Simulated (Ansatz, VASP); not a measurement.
**Two plane-wave programs on Rb**

```xyz
1
Lattice="-2.7226 2.7226 2.7226 2.7226 -2.7226 2.7226 2.7226 2.7226 -2.7226" Properties=species:S:1:pos:R:3 pbc="T T T"
Rb    0.0000    0.0000    0.0000
```

Alike in both runs: task single point; functional PBEsol; k mesh 10 × 10 × 10; occupations gaussian, width 0.1 eV; no spin polarisation.

|  | VASP | Ansatz |
| --- | --- | --- |
| version | VASP 6.6.1 | Ansatz 0.2.0 |
| potentials or method | VASP PAW PBE potentials, release 64 (Rb_sv), cutoff 520 eV | scalar-relativistic, plane waves, PAW |
| valence electrons in the cell | 9 | 9 |

```csv
,VASP,Ansatz,Ansatz less VASP
gap on the k mesh at the Fermi level (eV),none,none,-
pressure (GPa),0.2,0.2,0.00
```

VASP's potentials were made for PBE, not for PBEsol. A gap of «none» marks a metal or a gap that the smearing closes.
